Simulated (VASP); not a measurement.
Wanted: the native input for a VASP 6.6.1 run.

```yaml
Task: single point
Functional: RPBE
Potentials_or_basis: VASP PAW PBE potentials, release 64 (Pb_d)
Cutoff: 520 eV
k_mesh: 7 × 7 × 7
Occupations: fermi-dirac, width 0.1 eV
Spin: collinear spin, zero start
Starting_moments: "[0.0] μB"
Dipole_correction: no
Further_INCAR_settings: ALGO = Normal; EDIFF = 1e-06; NBANDS = 17
```

The structure of Pb lies in POSCAR:

```
Pb
1.0
   -2.3318354368      1.8862499735      1.8839685964
    2.3311766448     -1.8861381630      1.8851099525
    2.3323969401      1.8847093851     -1.8838725589
Pb
1
Direct
    0.0000000000      0.0000000000      0.0000000000
```

The input as run:

INCAR

```
SYSTEM = Pb
  ALGO = Normal
  EDIFF = 1E-6
  ENCUT = 520
  GGA = RP
  ISIF = 2
  ISMEAR = -1
  ISPIN = 2
  LASPH = .True.
  LCHARG = .False.
  LORBIT = 11
  LREAL = .False.
  LWAVE = .False.
  MAGMOM = 0
  NBANDS = 17
  NELM = 150
  PREC = Accurate
  SIGMA = 0.1
```

KPOINTS

```
k-points
0
Gamma
  7 7 7
  0 0 0
```

Potentials or basis: VASP PAW PBE potentials, release 64 (Pb_d).

The run is started by

```bash
$ cat potpaw_PBE.64/Pb_d/POTCAR > POTCAR
$ mpirun -np 1 vasp_std > vasp.out
```

It gave:

| Item | Value |
| --- | --- |
| Pressure | -0.1 GPa |
| Band gap on the k mesh | zero (filled and empty bands overlap) |
| Net moment | 0.00 μB per cell |
| Valence electrons inside the program's atomic spheres | Pb 11.92 |

Caveat: the PAW data sets were made with another functional, which shifts forces and pressure a little; spin-orbit coupling is left out, which moves the levels of the heavy elements.

It took 4.3 min on 1 thread of Intel Xeon 8259CL (shared host), peak memory 0.27 GiB.
